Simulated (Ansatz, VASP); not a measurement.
One calculation of Al32H, two programs

```xyz
33
Lattice="8.1000 0.0000 0.0000 0.0000 8.1000 0.0000 0.0000 0.0000 8.1000" Properties=species:S:1:pos:R:3 pbc="T T T"
Al    4.0661   -0.0036   -0.0165
Al    6.0562    2.0300   -0.0169
Al    6.0810    0.0042    2.0293
Al    0.0021    0.0041    0.0084
Al    2.0203    2.0224    0.0083
Al    4.0455    4.0475    0.0040
Al    6.0769    6.0789    0.0040
Al    2.0968   -0.0723    1.9528
Al    4.0411    2.0224    2.0291
Al    6.0562    4.0682    2.0213
Al    4.0411    0.0040    4.0475
Al    6.0813    2.0221    4.0472
Al    6.0562   -0.0038    6.0933
Al   -0.0055    4.0683   -0.0170
Al    2.0281    6.0584   -0.0165
Al   -0.0750    2.0996    1.9515
Al    2.0202    4.0434    2.0293
Al    4.0661    6.0584    2.0214
Al   -0.0751   -0.0736    4.1247
Al    2.0978    2.0993    4.1244
Al    4.0664    4.0682    4.0550
Al    6.0562    6.0580    4.0551
Al    2.0202    0.0042    6.0685
Al    4.0664    2.0299    6.0932
Al    6.0770    4.0474    6.0725
Al    0.0021    6.0833    2.0292
Al    0.0023    4.0430    4.0472
Al    2.0203    6.0832    4.0474
Al    0.0023    2.0221    6.0681
Al    2.0283    4.0681    6.0932
Al    4.0455    6.0789    6.0726
Al   -0.0055    6.0579    6.0934
H     1.0096    1.0140    3.0392
```

Alike in both runs: functional PBE; k mesh 3 × 3 × 3; occupations gaussian, width 0.05 eV; no spin polarisation.

Ansatz relaxed the structure, and its values are those at the end. VASP's run is a single point on that final structure, the one shown.

```csv
,VASP,Ansatz
version,VASP 6.6.1,Ansatz 0.2.0
potentials or method,"VASP PAW PBE potentials, release 64 (Al, H), cutoff 520 eV","scalar-relativistic, plane waves, PAW"
valence electrons in the cell,97,97
```

Ansatz gave:

* rms of the force components (eV/Å): 0.000

Task: Which values does VASP return?

Result: rms of the force components (eV/Å): 0.004.
